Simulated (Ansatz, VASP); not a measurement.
## One calculation of TiC, two programs

```
CELL_PARAMETERS angstrom
0.00000 2.16400 2.16400
2.16400 0.00000 2.16400
2.16400 2.16400 0.00000
ATOMIC_POSITIONS crystal
Ti 0.93935 0.93935 0.06065
C 0.50000 0.50000 0.50000
```

Change from the starting cell: all Ti atoms moved +0.263 Å, as atom 1 towards its neighbour atom 2 (C) at 2.164 Å.

Alike in both runs: task single point; functional PBE; k mesh 18 × 18 × 18; occupations gaussian, width 0.15 eV; no spin polarisation.

|  | VASP | Ansatz |
| --- | --- | --- |
| version | VASP 6.6.1 | Ansatz 0.2.0 |
| potentials or method | VASP PAW PBE potentials, release 64 (Ti_sv, C), cutoff 520 eV | scalar-relativistic, plane waves, PAW |
| valence electrons in the cell | 16 | 16 |

```tsv
	VASP	Ansatz	Ansatz less VASP
gap on the k mesh at the Fermi level (eV)	none	none	-
pressure (GPa)	9.8	9.5	-0.21
traceless stress, the component that is largest in VASP (GPa)	15.67	15.50	-0.170
rms of the force components (eV/Å)	1.665	1.654	-0.0116
```

Atom by atom the forces differ by 0.012 eV/Å (rms over components). A gap of «none» marks a metal or a gap that the smearing closes. The functional is the same, so the differences come from potentials, cutoffs and numerics.
